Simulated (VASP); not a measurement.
A run of VASP 6.6.1 is set up as follows.

File INCAR:

```
PREC = Accurate
ENCUT = 520
EDIFF = 1E-6
ISMEAR = -1
SIGMA = 0.1
LREAL = False
LASPH = True
NELM = 100
ALGO = Normal
ISIF = 2
LWAVE = False
LCHARG = False
GGA = PS
NBANDS = 7
```

The input KPOINTS:

```
regular mesh
0
Gamma
  10 10 10
```

File POSCAR:

```
Mg
1.0
    0.0000000000      2.4175514899      2.4175514899
    2.4175514899      0.0000000000      2.4175514899
    2.4175514899      2.4175514899      0.0000000000
Mg
1
Direct
    0.0000000000      0.0000000000      0.0000000000
```

Potentials or basis: VASP PAW PBE potentials, release 64 (Mg).

Launch:

```console
$ cat potpaw_PBE.64/Mg/POTCAR > POTCAR
$ mpirun -np 1 vasp_std > vasp.out
```

Task: Estimate the band gap on the k mesh.

Result: Zero (bands 1 and 2 overlap by 2.11 eV).

Task: Predict the pressure.

Result: -5.2 GPa.

Caveat: the cell stands under tension; the PAW data sets were made with another functional, which shifts forces and pressure a little.
